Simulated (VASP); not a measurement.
Al3BAs4: single point with PBE

Crystal: Al3BAs4.

```xyz
8
Lattice="3.7495 0.0000 0.0000 -1.8748 3.2472 0.0000 0.0000 0.0000 12.3245" Properties=species:S:1:pos:R:3 pbc="T T T"
Al    0.0000    2.1648    6.1665
Al    1.8748    1.0824    3.0853
Al    1.8748    1.0824    9.2476
B     0.0000    2.1648    0.0042
As    0.0000    2.1648    2.3128
As    0.0000    2.1648    8.4751
As    1.8748    1.0824    5.3939
As    1.8748    1.0824   11.5562
```

```json
{
  "Program": "VASP 6.6.1",
  "Task": "single point",
  "Functional": "PBE",
  "Potentials or basis": "VASP PAW PBE potentials, release 64 (Al, B, As)",
  "Cutoff": "520 eV",
  "k mesh": "6 × 6 × 2",
  "Occupations": "gaussian, width 0.1 eV",
  "Spin": "no spin polarisation",
  "Dipole correction": "no",
  "Further INCAR settings": "ALGO = Normal; EDIFF = 1e-07; NBANDS = 26"
}
```

| Quantity | Value |
| --- | --- |
| Pressure | 13.7 GPa |
| Largest force | 3.065 eV/Å |
| Band gap on the k mesh | 1.16 eV (least direct gap 1.26 eV) |

Forces on the atoms (eV/Å):
```
Al   0.000  0.000  0.039
Al   0.000  0.000 -0.303
Al   0.000  0.000 -0.082
B    0.000  0.000  0.208
As   0.000  0.000 -2.905
As   0.000  0.000  0.024
As   0.000  0.000 -0.047
As   0.000  0.000  3.065
```

Stress tensor (GPa, compression positive):
```
13.56  0.00  0.00
 0.00 13.56  0.00
 0.00  0.00 14.00
```

Levels at points of the mesh, in eV from the valence-band top:
```tsv
k point	band 14	band 15	band 16	band 17	band 18	band 19
(0.00, 0.00, 0.00)	-0.29	0.00	0.00	1.26	2.59	2.76
(0.50, 0.00, 0.00)	-2.20	-2.16	-1.21	1.17	1.68	1.90
(0.00, 0.00, 0.50)	-0.47	-0.11	-0.11	1.33	2.40	3.23
(0.50, 0.00, 0.50)	-2.08	-1.72	-1.44	1.16	1.56	1.89
```

Wall time 100 s on 1 thread of Intel(R) Xeon(R) Platinum 8375C CPU @ 2.90GHz (Ice Lake) (shared host), peak memory 0.27 GiB.

Caveat: the cell stands under pressure; forces of over 1 eV/Å act on the atoms, so gaps and moduli don't describe the material at rest. A k mesh can miss the band edges.
